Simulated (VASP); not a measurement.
TaF3: single point with PBE

Crystal: TaF3.

```xyz
4
Lattice="4.3343 0.0000 0.0000 -2.1672 3.7536 0.0000 0.0000 0.0000 2.8619" Properties=species:S:1:pos:R:3 pbc="T T T"
Ta    0.0000    0.0000    0.0000
F     2.1672    0.0000    0.0000
F    -1.0836    1.8768    0.0000
F     1.0836    1.8768    0.0000
```

The cell was generated, and may not be a known phase.

| Property | Result |
| --- | --- |
| Program | VASP 6.6.1 |
| Task | single point |
| Functional | PBE |
| Potentials or basis | VASP PAW PBE potentials, release 64 (Ta_sv_GW, F) |
| Cutoff | 700 eV |
| k mesh | 6 × 6 × 6 |
| Occupations | gaussian, width 0.1 eV |
| Spin | no spin polarisation |

* Pressure: -0.7 GPa
* Band gap on the k mesh: zero (bands 17 and 18 overlap by 2.07 eV)

Stress tensor (GPa, compression positive):
```
-0.61  0.00  0.00
 0.00 -0.61  0.00
 0.00  0.00 -0.80
```

Levels at points of the mesh, in eV from the Fermi level:
| k point | band 13 | band 14 | band 15 | band 16 | band 17 | band 18 | band 19 | band 20 | band 21 | band 22 |
| --- | --- | --- | --- | --- | --- | --- | --- | --- | --- | --- |
| (0.00, 0.00, 0.00) | -3.98 | -3.47 | -3.47 | -1.62 | -1.62 | 1.51 | 1.51 | 2.19 | 2.19 | 3.49 |
| (0.50, 0.00, 0.00) | -4.18 | -3.93 | -3.88 | -3.63 | -1.91 | 2.40 | 2.57 | 3.14 | 4.89 | 6.26 |
| (0.00, 0.00, 0.50) | -4.55 | -3.90 | -1.57 | -1.57 | -1.49 | -1.49 | 2.02 | 2.02 | 4.05 | 5.23 |
| (0.50, 0.00, 0.50) | -5.28 | -5.08 | -3.97 | -1.85 | -0.53 | 0.49 | 2.86 | 4.40 | 5.19 | 5.95 |

Run time: 47 s on 1 thread of Intel(R) Xeon(R) Platinum 8375C CPU @ 2.90GHz (Ice Lake), on a shared host, peak memory 0.22 GiB.

Caveat: the k points lie up to 0.37 Å⁻¹ apart, too coarse for converged energies and pressures of a metal; spin-orbit coupling is left out, which moves the levels of the heavy elements.
